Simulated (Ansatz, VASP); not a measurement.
## One calculation of SiC, two programs

The input INCAR:

```
SYSTEM = SiC
  PREC = Accurate
  ENCUT = 520
  EDIFF = 1E-6
  ISMEAR = 0
  SIGMA = 0.01
  LREAL = .FALSE.
  LASPH = .TRUE.
  NELM = 80
  ALGO = Normal
  ISIF = 2
  LWAVE = .FALSE.
  LCHARG = .TRUE.
  LELF = .TRUE.
  LVHAR = .TRUE.
  NBANDS = 16
```

The input KPOINTS:

```
Automatic mesh
0
G
  8 8 4
  0 0 0
```

Contents of POSCAR:

```
SiC
1.0
    3.1174890973      0.0000000000      0.0000000000
   -1.5587445487      2.6998247543      0.0000000000
    0.0000000000      0.0000000000      4.9954595954
Si C
2 2
Direct
    0.3333333333      0.6666666667      0.0033298325
    0.6666666667      0.3333333333      0.5033298325
    0.3333333333      0.6666666667      0.3816701675
    0.6666666667      0.3333333333      0.8816701675
```

Input for Ansatz:

```yaml
crystal:
  lattice:
    - [3.11748909732, 0.0, 0.0]
    - [-1.55874454866, 2.6998247543, 0.0]
    - [0.0, 0.0, 4.99545959542]
  atoms:
    - { symbol: Si, position: [0.333333333333, 0.666666666667, 0.003329832523] }
    - { symbol: Si, position: [0.666666666667, 0.333333333333, 0.503329832523] }
    - { symbol: C, position: [0.333333333333, 0.666666666667, 0.381670167477] }
    - { symbol: C, position: [0.666666666667, 0.333333333333, 0.881670167477] }
kpoints:
  mp_grid: { grid: [8, 8, 4] }
scf:
  occupations: { method: fixed }
  convergence: { dr2_threshold: 1.0e-10 }
hamiltonian:
  xc: lda
  pseudopotentials: { kind: all_electron, lapw: { basis_error: 0.0005 } }
output:
  forces: true
  stress: true
  eigenstates:
    kpoints:
      - [0.0, 0.0, 0.0]
      - [-0.666666667, 0.333333333, 0.0]
      - [0.5, -0.5, 0.0]
      - [0.0, 0.5, 0.0]
      - [0.5, 0.0, 0.0]
      - [0.0, 0.0, -0.5]
      - [-0.5, 0.0, -0.5]
      - [-0.5, 0.5, -0.5]
      - [0.0, -0.5, -0.5]
  eigenvalues: true
```

Change from the starting cell: film at in-plane strain +0.02.

Alike in both runs: task single point; functional LDA; k mesh 8 × 8 × 4; no spin polarisation.

```csv
,VASP,Ansatz
version,VASP 6.6.1,Ansatz 0.2.0
potentials or method,"VASP PAW LDA potentials, release 64 (Si, C), cutoff 520 eV","all-electron LAPW, scalar-relativistic"
occupations,"gaussian, width 0.01 eV",fixed
```

Ansatz gave:

```
gap on the k mesh at the Fermi level (eV)                     : 2.42
pressure (GPa)                                                : -7.7
traceless stress, the component that is largest in VASP (GPa) : 7.65
```

**Question.** Which values does VASP return?

**Answer.** gap on the k mesh at the Fermi level (eV): 2.42; pressure (GPa): -7.3; traceless stress, the component that is largest in VASP (GPa): 7.71.

LDA's correlation is that of Perdew and Zunger in VASP and of Perdew and Wang (1992) in Ansatz. Ansatz ran all-electron here, and VASP with PAW potentials.
